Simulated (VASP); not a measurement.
The system is CdF2.

```
CELL_PARAMETERS angstrom
0.00000 2.65983 2.65983
2.65983 0.00000 2.65983
2.65983 2.65983 0.00000
ATOMIC_POSITIONS crystal
Cd 0.00000 0.00000 0.00000
F 0.25000 0.25000 0.25000
F 0.75000 0.75000 0.75000
```

This cell differs from its parent crystal: volume scaled by 0.98.

Base run:

| Quantity | Value |
| --- | --- |
| Program | VASP 6.6.1 |
| Functional | PBEsol |
| Dispersion | D3(BJ) |
| Potentials or basis | VASP PAW PBE potentials, release 64 (Cd, F) |
| Cutoff | 520 eV |
| k mesh | 8 × 8 × 8 |
| Occupations | gaussian, width 0.05 eV |
| Spin | no spin polarisation |

Its results: band gap on the k mesh 3.03 eV, indirect (least direct gap 3.47 eV); pressure 3.4 GPa.

Question: The run is repeated on the same cell with these changes: potentials or basis from VASP PAW PBE potentials, release 64 (Cd, F) to VASP PAW PBE potentials, release 64 (Cd_sv_GW, F); cutoff from 520 eV to 600 eV; further incar settings from ALGO = Normal; EDIFF = 1e-06; NBANDS = 20 to ALGO = Normal; EDIFF = 1e-06; NBANDS = 24; valence electrons from 26 to 34. What comes out?

Answer: Band gap on the k mesh 3.05 eV, indirect (least direct gap 3.49 eV); pressure 1.7 GPa.

Caveats: the PAW data sets were made with another functional, which shifts forces and pressure a little.

A k mesh can miss the band edges.
